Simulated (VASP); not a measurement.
# CaO (Pm-3m) in VASP: notebook, part 2 of 2

VASP 6.6.1. The steps go on from the part before.

### 3 Single point, r2SCAN

This run uses another cell than the first one, of 12.24 Å³/atom.

POSCAR

```
CaO
1.0
    2.9032089656      0.0000000000      0.0000000000
    0.0000000000      2.9032089656      0.0000000000
    0.0000000000      0.0000000000      2.9032089656
Ca O
1 1
Direct
    0.0000000000      0.0000000000      0.0000000000
    0.5000000000      0.5000000000      0.5000000000
```

INCAR.step1

```
ALGO     = Normal         # electronic algorithm
EDIFF    = 1E-5           # SCF threshold, eV
ENCUT    = 910            # plane-wave cutoff, eV
GGA      = PE             # functional
GGA_COMPAT= F            
ISMEAR   = 0              # smearing method
LASPH    = T              # aspherical terms in the spheres
LCHARG   = F              # write CHGCAR
LREAL    = F              # projectors in reciprocal space
LWAVE    = T              # write WAVECAR
NBANDS   = 15             # bands
NELM     = 120            # most SCF steps
PREC     = Accurate       # precision mode
SIGMA    = 0.01           # smearing width, eV
```

INCAR.step2

```
ALGO     = Normal         # electronic algorithm
EDIFF    = 1E-6           # SCF threshold, eV
ENCUT    = 910            # plane-wave cutoff, eV
GGA_COMPAT= F            
ISIF     = 2              # what is computed and relaxed
ISMEAR   = 0              # smearing method
ISTART   = 1            
LASPH    = T              # aspherical terms in the spheres
LCHARG   = T              # write CHGCAR
LELF     = T              # ELF
LMIXTAU  = T            
LREAL    = F              # projectors in reciprocal space
LVHAR    = T            
LWAVE    = F              # write WAVECAR
METAGGA  = R2SCAN         # meta-GGA
NBANDS   = 15             # bands
NELM     = 120            # most SCF steps
PREC     = Accurate       # precision mode
SIGMA    = 0.01           # smearing width, eV
```

KPOINTS

```
k-points
0
Gamma
  8 8 8
```

Potentials or basis: VASP PAW PBE potentials, release 64 (Ca_sv, O_h).

Command:

```console
> cat potpaw_PBE.64/Ca_sv/POTCAR potpaw_PBE.64/O_h/POTCAR > POTCAR
> cp INCAR.step1 INCAR
> mpirun -np 1 vasp_std > vasp.out
> cp INCAR.step2 INCAR
> mpirun -np 1 vasp_std > vasp.out
```

OUTCAR:

```text
EDIFF = 1E-6
   ENCUT = 910
   ISIF = 2
   ISMEAR = 0
   ISTART = 1
   LASPH = T
   LREAL = F
   METAGGA = R2SCAN
   NELM = 120
   PREC = Accurate

 ion  position               nearest neighbor table
   1  0.000  0.000  0.000-
   2  0.500  0.500  0.500-

  LATTYP: Found a simple cubic cell.
 ALAT       =     2.9032089656

  Lattice vectors:

 A1 = (   2.9032089656,   0.0000000000,   0.0000000000)
 A2 = (   0.0000000000,   2.9032089656,   0.0000000000)
 A3 = (   0.0000000000,   0.0000000000,   2.9032089656)

Analysis of symmetry for initial positions (statically):
=====================================================================
 Subroutine PRICEL returns:
 Original cell was already a primitive cell.

 Routine SETGRP: Setting up the symmetry group for a
 simple cubic supercell.

 Subroutine GETGRP returns: Found 48 space group operations
 (whereof 48 operations were pure point group operations)
 out of a pool of 48 trial point group operations.

The static configuration has the point symmetry O_h .

[... 171 lines left out ...]
      2     -16.1724      2.00000
      3     -16.1724      2.00000
      4     -16.1724      2.00000
      5     -13.1945      2.00000
      6       3.9139      2.00000
      7       3.9139      2.00000
      8       3.9139      2.00000
      9       7.4984      0.00000
     10       7.4984      0.00000
     11      10.3253      0.00000
     12      13.2818      0.00000
     13      13.2818      0.00000
     14      13.2818      0.00000
[... 401 lines left out ...]
      2     -17.1776      2.00000
      3     -16.9417      2.00000
      4     -16.1101      2.00000
      5     -12.3720      2.00000
      6       1.6901      2.00000
      7       2.0174      2.00000
      8       3.5228      2.00000
      9       9.4361      0.00000
     10      10.3381      0.00000
     11      11.7330      0.00000
     12      11.9033      0.00000
     13      13.9202      0.00000
     14      18.8607      0.00000
     15      19.0925      0.00000

 [... further k-points ...]

------------------------ aborting loop because EDIFF is reached ----------------------------------------

  FORCE on cell =-STRESS in cart. coord.  units (eV):
  Direction    XX          YY          ZZ          XY          YZ          ZX
  --------------------------------------------------------------------------------------
  -------------------------------------------------------------------------------------
  Total        0.1350714      0.1350714      0.1350714      0.0000000      0.0000000      0.0000000
  in kB        8.8438007      8.8438007      8.8438007      0.0000000      0.0000000      0.0000000
  external PRESSURE =       8.8438007 kB  Pullay stress =       0.0000000 kB

 VOLUME and BASIS-vectors are now :
 -----------------------------------------------------------------------------
  energy-cutoff  :      910.00
  volume of cell :       24.47
      direct lattice vectors                 reciprocal lattice vectors
     2.903208966  0.000000000  0.000000000     0.344446442  0.000000000  0.000000000
     0.000000000  2.903208966  0.000000000     0.000000000  0.344446442  0.000000000
     0.000000000  0.000000000  2.903208966     0.000000000  0.000000000  0.344446442

 POSITION                                       TOTAL-FORCE (eV/Angst)
 -----------------------------------------------------------------------------------
      0.00000      0.00000      0.00000         0.000000      0.000000      0.000000
      1.45160      1.45160      1.45160         0.000000      0.000000      0.000000
 -----------------------------------------------------------------------------------
    total drift:                                0.000000      0.000000      0.000000

  FREE ENERGIE OF THE ION-ELECTRON SYSTEM (eV)
  ---------------------------------------------------
  free  energy   TOTEN  =       -18.5161756199 eV

  energy  without entropy=      -18.5161756199  energy(sigma->0) =      -18.51617562
```

It took 2.4 min on 1 thread of Intel Xeon Platinum 8488C (Sapphire Rapids), shared host; peak memory 0.19 GiB.

What came out:

```yaml
Free_energy: -18.5162 eV
Pressure: 0.9 GPa
Band_gap_on_the_k_mesh: 3.28 eV (least direct gap 3.58 eV)
```

Levels at points of the mesh, in eV from the valence-band top:
```csv
k point,band 6,band 7,band 8,band 9,band 10,band 11
"(0.00, 0.00, 0.00)",-0.30,-0.30,-0.30,3.28,3.28,6.11
"(0.50, 0.00, 0.00)",-3.79,-0.80,-0.80,4.28,7.82,8.80
"(0.50, 0.50, 0.00)",-2.15,-2.15,0.00,4.48,5.35,7.19
"(0.50, 0.50, 0.50)",-3.46,-3.46,-3.46,8.62,8.62,8.62
```

Caveat: the cutoff is under 1.25 times the usual one of these potentials, so pressure, stress and relaxed cells hold a basis-set (Pulay) error; the PAW data sets were made with another functional, which shifts forces and pressure a little. A k mesh can miss the band edges.

### 4 Single point, r2SCAN (11.50 Å³/atom)

This run uses another cell than the first one, of 11.50 Å³/atom.

POSCAR

```
CaO
1.0
    2.8439431734      0.0000000000      0.0000000000
    0.0000000000      2.8439431734      0.0000000000
    0.0000000000      0.0000000000      2.8439431734
Ca O
1 1
Direct
    0.0000000000      0.0000000000      0.0000000000
    0.5000000000      0.5000000000      0.5000000000
```

INCAR.step1

```
SYSTEM = CaO
  PREC = Accurate
  ENCUT = 910
  ISMEAR = 0
  SIGMA = 0.01
  LREAL = .FALSE.
  LASPH = .TRUE.
  NELM = 120
  NBANDS = 15
  GGA = PE
  ALGO = Normal
  EDIFF = 1E-5
  LWAVE = .TRUE.
  LCHARG = .FALSE.
  GGA_COMPAT = .FALSE.
```

INCAR.step2

```
SYSTEM = CaO
  PREC = Accurate
  ENCUT = 910
  EDIFF = 1E-6
  ISMEAR = 0
  SIGMA = 0.01
  LREAL = .FALSE.
  LASPH = .TRUE.
  NELM = 120
  ALGO = Normal
  ISIF = 2
  LWAVE = .FALSE.
  LCHARG = .FALSE.
  METAGGA = R2SCAN
  LMIXTAU = .TRUE.
  NBANDS = 15
  ISTART = 1
  GGA_COMPAT = .FALSE.
```

KPOINTS

```
regular mesh
0
G
  8 8 8
  0 0 0
```

Command:

```console
> cat potpaw_PBE.64/Ca_sv/POTCAR potpaw_PBE.64/O_h/POTCAR > POTCAR
> cp INCAR.step1 INCAR
> mpirun -np 1 vasp_std > vasp.out
> cp INCAR.step2 INCAR
> mpirun -np 1 vasp_std > vasp.out
```

Wall time 70 s (1 thread of Intel Xeon Platinum 8259CL at 2.50GHz (Skylake/Cascade Lake), shared host); peak memory 0.18 GiB.

Results (log left out):

```yaml
Free_energy: -18.4665 eV
Pressure: 9.8 GPa
Band_gap_on_the_k_mesh: 3.26 eV (least direct gap 3.55 eV)
```

Levels at points of the mesh, in eV from the valence-band top:
```csv
k point,band 6,band 7,band 8,band 9,band 10,band 11
"(0.00, 0.00, 0.00)",-0.29,-0.29,-0.29,3.26,3.26,6.90
"(0.50, 0.00, 0.00)",-3.96,-0.87,-0.87,4.34,8.22,9.20
"(0.50, 0.50, 0.00)",-2.20,-2.20,0.00,4.63,5.58,7.41
"(0.50, 0.50, 0.50)",-3.74,-3.74,-3.74,9.05,9.05,9.05
```

Caveat: the cutoff is under 1.25 times the usual one of these potentials, so pressure, stress and relaxed cells hold a basis-set (Pulay) error; the cell stands under pressure; the PAW data sets were made with another functional, which shifts forces and pressure a little. A k mesh can miss the band edges.

### 5 Summary

| cell | gap on the mesh (eV) | pressure (GPa) |
| --- | --- | --- |
| a = 2.874 Å, 2 atoms | 3.27 | 5.0 |
| a = 2.903 Å, 2 atoms | 3.28 | 0.9 |
| a = 2.844 Å, 2 atoms | 3.26 | 9.8 |

Alike in all rows: task single point; level r2SCAN; potentials or basis VASP PAW PBE potentials, release 64 (Ca_sv, O_h); no spin polarisation; k mesh 8 × 8 × 8; cutoff (eV) 910; smearing gaussian 0.01 eV.

Caveats: the cutoff is under 1.25 times the usual one of these potentials, so pressure, stress and relaxed cells hold a basis-set (Pulay) error; the PAW data sets were made with another functional, which shifts forces and pressure a little; the cell stands under pressure (at least some runs).

Total energies depend on the potentials used, so only differences within one code and one set of settings carry meaning.
